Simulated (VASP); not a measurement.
Input of a VASP 6.6.1 run:

The input INCAR:

```
PREC = Accurate ; ENCUT = 520
EDIFF = 1E-6 ; ISMEAR = 0
SIGMA = 0.05 ; LREAL = Auto
LASPH = True ; NELM = 150
ALGO = Normal ; ISIF = 2
LWAVE = False ; LCHARG = False
ISPIN = 2 ; MAGMOM = 2 0 0 0 0 0 0 0 0 0 0 0 0 0 0 0
LORBIT = 11 ; NUPDOWN = 2.0
LMAXMIX = 4 ; GGA = PS
NBANDS = 54
```

File KPOINTS:

```
Automatic mesh
0
Gamma
  3 3 4
```

The input POSCAR:

```
TaAl7N8
1.0
    6.2200009000      0.0000000000      0.0000000000
   -3.1100004000      5.3866788000      0.0000000000
    0.0000000000      0.0000000000      4.9800000000
Ta Al N
1 7 8
Direct
    0.3330903112      0.1664206200      0.9651824420
    0.3339891905      0.6668140602      0.0064893649
    0.8327069716      0.1654863856      0.0065039941
    0.8326607707      0.6668549016      0.0066238214
    0.1630942484      0.3364531099      0.4962215555
    0.1630579567      0.8260375870      0.4965067972
    0.6736226571      0.3365613990      0.4966037010
    0.6664875913      0.8330180303      0.5023796567
    0.3333535176      0.1663324130      0.4342792640
    0.3355446620      0.6675318520      0.3815086866
    0.8320094721      0.1639878084      0.3815237373
    0.8320272058      0.6675507999      0.3816338074
    0.1516853279      0.3478192094      0.8743607140
    0.1516839901      0.8036104704      0.8746884052
    0.6959129155      0.3478067664      0.8748041424
    0.6664080217      0.8330334660      0.8826825322
```

Potentials or basis: VASP PAW PBE potentials, release 64 (Ta_pv, Al, N).

Launch:

```bash
$ cat potpaw_PBE.64/Ta_pv/POTCAR potpaw_PBE.64/Al/POTCAR potpaw_PBE.64/N/POTCAR > POTCAR
$ mpirun -np 1 vasp_std > vasp.out
```

(1) What does it give for the largest force?

(2) What does it give for the pressure?

## Answers

(1) 0.320 eV/Å.

(2) 10.0 GPa.

Caveat: the k points lie up to 0.39 Å⁻¹ apart; the PAW data sets were made with another functional, which shifts forces and pressure a little; the total moment is fixed, so each spin has its own Fermi level.
